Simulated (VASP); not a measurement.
Runs of VASP 6.6.1 on Sc. The structure is that of space group Fm-3m (No. 225), or close to it. The cells are those of the table. 

```tsv
task	cell	k mesh	cutoff (eV)	gap on the mesh (eV)	pressure (GPa)
single point	a = 3.217 Å, angles 60.0°, 1 atom	16 × 16 × 16	520	none	0.1
single point	a = 3.230 Å, angles 60.0°, 1 atom	6 × 6 × 6	520	none	(a)
single point	a = 3.579 Å, angles 60.0°, 1 atom	6 × 6 × 6	520	none	-10.3
relaxation of cell and atoms	relaxed from a = 3.579 Å, angles 60.0°, 1 atom	6 × 6 × 6	600	none	0.2
```

Alike in all rows: level PBEsol; potentials or basis VASP PAW PBE potentials, release 64 (Sc_sv); no spin polarisation; smearing gaussian 0.1 eV.

Estimate the missing entries.

(a) -0.3.

Caveats: some runs use coarse meshes; the PAW data sets were made with another functional, which shifts forces and pressure a little.

A gap of «none» marks levels without a gap at the run's occupations.
